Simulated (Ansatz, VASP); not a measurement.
## SnTe: VASP beside Ansatz

```
Sn Te
1.0
     3.70625    0.00000    0.00000
     0.00000    3.70625    0.00000
     0.00000    0.00000    4.07687
Sn Te
1 1
Direct
  0.00000 0.00000 0.00000
  0.50000 0.50000 0.50000
```

Alike in both runs: task single point; functional PBE; dispersion D3(BJ); k mesh 18 × 18 × 18; occupations gaussian, width 0.15 eV; no spin polarisation.

|  | VASP | Ansatz |
| --- | --- | --- |
| version | VASP 6.6.1 | Ansatz 0.2.0 |
| potentials or method | VASP PAW PBE potentials, release 64 (Sn_d, Te), cutoff 500 eV | scalar-relativistic, plane waves, PAW |
| valence electrons in the cell | 20 | 30 |

```csv
,VASP,Ansatz,Ansatz less VASP
gap on the k mesh at the Fermi level (eV),none,none,-
pressure (GPa),-0.1,-0.1,+0.06
"traceless stress, the component that is largest in VASP (GPa)",-2.43,-2.44,-0.003
```

A gap of «none» marks a metal or a gap that the smearing closes. VASP's potentials hold 20 valence electrons a cell and Ansatz's 30, so a difference there can come from the potentials and not from the codes.

Spin-orbit coupling is off throughout.
